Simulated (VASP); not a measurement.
Ta: single point with r2SCAN

Crystal: Ta.

```xyz
1
Lattice="-1.6413 1.6413 1.6413 1.6413 -1.6413 1.6413 1.6413 1.6413 -1.6413" Properties=species:S:1:pos:R:3 pbc="T T T"
Ta    0.0000    0.0000    0.0000
```

```
Program             : VASP 6.6.1
Task                : single point
Functional          : r2SCAN
Potentials or basis : VASP PAW PBE potentials, release 64 (Ta_pv)
Cutoff              : 520 eV
k mesh              : 13 × 13 × 13
Occupations         : fermi-dirac, width 0.05 eV
Spin                : no spin polarisation
```

- Pressure: 5.6 GPa

Levels at points of the mesh, in eV from the Fermi level:
| k point | band 1 | band 2 | band 3 | band 4 | band 5 | band 6 | band 7 | band 8 | band 9 | band 10 |
| --- | --- | --- | --- | --- | --- | --- | --- | --- | --- | --- |
| (0.00, 0.00, 0.00) | -34.12 | -34.12 | -34.12 | -8.37 | 0.87 | 0.87 | 0.87 | 4.42 | 4.42 | 12.21 |

It took 99 s on 1 thread of Intel Xeon 8259CL, on a shared host, peak memory 0.15 GiB.

Caveat: the PAW data sets were made with another functional, which shifts forces and pressure a little; spin-orbit coupling is left out, which moves the levels of the heavy elements.
